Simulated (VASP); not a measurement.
Input of a VASP 6.6.1 run:

File INCAR:

```
ALGO = Fast ; EDIFF = 1E-6
ENCUT = 520 ; GGA = PE
ISIF = 2 ; ISMEAR = 0
LASPH = T ; LCHARG = T
LELF = T ; LREAL = F
LVHAR = T ; LWAVE = F
NBANDS = 17 ; NELM = 60
PREC = Accurate ; SIGMA = 0.15
```

The input KPOINTS:

```
k-points
0
Gamma
  18 18 10
```

File POSCAR:

```
Pt
1.0
    2.5654000000      0.0000000000      0.0000000000
   -1.2827000000      2.2217015709      0.0000000000
    0.0000000000      0.0000000000      4.8412000000
Pt
2
Direct
    0.6666666667      0.3333333333      0.7500000000
    0.3333333333      0.6666666667      0.2500000000
```

Potentials or basis: VASP PAW PBE potentials, release 64 (Pt).

Command:

```console
$ cat potpaw_PBE.64/Pt/POTCAR > POTCAR
$ mpirun -np 1 vasp_std > vasp.out
```

(1) What does it give for the band gap on the k mesh?

(2) Predict the pressure.

Results:

(1) zero (band 10 reaches 14.08 eV, above the bottom of band 11 at 12.14 eV).

(2) 53.1 GPa.

Caveat: spin-orbit coupling is left out, which moves the levels of the heavy elements.
